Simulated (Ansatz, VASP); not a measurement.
**Two plane-wave programs on LiF**

File POSCAR:

```
LiF
1.0
    0.0000000000      2.1446105480      2.0401680143
    2.1446105480      0.0000000000      2.0401680143
    2.1446105480      2.1446105480      0.0000000000
Li F
1 1
Direct
    0.0000000000      0.0000000000      0.0000000000
    0.2500000000      0.2500000000      0.2500000000
```

File INCAR.step1:

```
SYSTEM = LiF
  PREC = Accurate
  ENCUT = 520
  ISMEAR = 0
  SIGMA = 0.01
  LREAL = .False.
  LASPH = .True.
  NELM = 100
  NBANDS = 12
  GGA = PE
  ALGO = Normal
  EDIFF = 1E-4
  LWAVE = .True.
  LCHARG = .False.
```

INCAR.step2

```
SYSTEM = LiF
  PREC = Accurate
  ENCUT = 520
  EDIFF = 1E-6
  ISMEAR = 0
  SIGMA = 0.01
  LREAL = .False.
  LASPH = .True.
  NELM = 100
  ALGO = Normal
  ISIF = 2
  LWAVE = .False.
  LCHARG = .True.
  METAGGA = R2SCAN
  LMIXTAU = .True.
  LELF = .True.
  LVHAR = .True.
  NBANDS = 12
  ISTART = 1
```

File KPOINTS:

```
Automatic mesh
0
Gamma
  10 10 10
  0 0 0
```

Input for Ansatz:

```yaml
crystal:
  lattice:
    - [0.0, 2.144610548, 2.0401680143]
    - [2.144610548, 0.0, 2.0401680143]
    - [2.144610548, 2.144610548, 0.0]
  atoms:
    - { symbol: Li, position: [0.0, 0.0, 0.0] }
    - { symbol: F, position: [0.25, 0.25, 0.25] }
kpoints:
  mp_grid: { grid: [10, 10, 10] }
  band_path:
    path:
      - [0.0, 0.0, 0.0]
      - [-0.5, -0.5, 0.0]
      - [-0.375, -0.375, 0.25]
      - [-0.375, 0.0, 0.375]
      - [0.0, 0.0, 0.5]
      - [-0.5, -0.25, 0.25]
    npoints: 1
hamiltonian:
  xc: r2scan
scf:
  occupations: { method: fixed }
  n_extra_bands: 4
output:
  forces: true
  stress: true
  eigenvalues: true
```

Change from the starting cell: uniaxial_z strain -4.9%.

Alike in both runs: task single point; functional r2SCAN; k mesh 10 × 10 × 10; no spin polarisation.

```csv
,VASP,Ansatz
version,VASP 6.6.1,Ansatz 0.2.0
potentials or method,"VASP PAW PBE potentials, release 64 (Li_sv, F)","plane waves, PAW"
plane-wave cutoff (eV),520,500
occupations,"gaussian, width 0.01 eV",fixed
valence electrons in the cell,10,10
```

Ansatz gave:

- gap on the k mesh at the Fermi level (eV): 8.91

Problem. Estimate VASP's values.

Solution. gap on the k mesh at the Fermi level (eV): 8.96.

VASP's potentials were made for PBE, not for r2SCAN.

Noted on VASP's run: the cutoff is short for stress, so the pressure is rough.
